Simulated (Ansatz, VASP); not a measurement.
In: VASP beside Ansatz

```
CELL_PARAMETERS angstrom
-1.86240 1.86240 1.86240
1.86240 -1.86240 1.86240
1.86240 1.86240 -1.86240
ATOMIC_POSITIONS crystal
In 0.00000 0.00000 0.00000
```

Alike in both runs: task single point; functional PBEsol; k mesh 16 × 16 × 16; occupations fermi-dirac, width 0.1 eV; no spin polarisation.

```csv
,VASP,Ansatz
version,VASP 6.6.1,Ansatz 0.2.0
potentials or method,"VASP PAW PBE potentials, release 64 (In_d), cutoff 520 eV","all-electron LAPW, scalar-relativistic"
```

|  | VASP | Ansatz | Ansatz less VASP |
| --- | --- | --- | --- |
| pressure (GPa) | 0.0 | 0.0 | +0.02 |

VASP's potentials were made for PBE, not for PBEsol. Ansatz ran all-electron here, and VASP with PAW potentials.
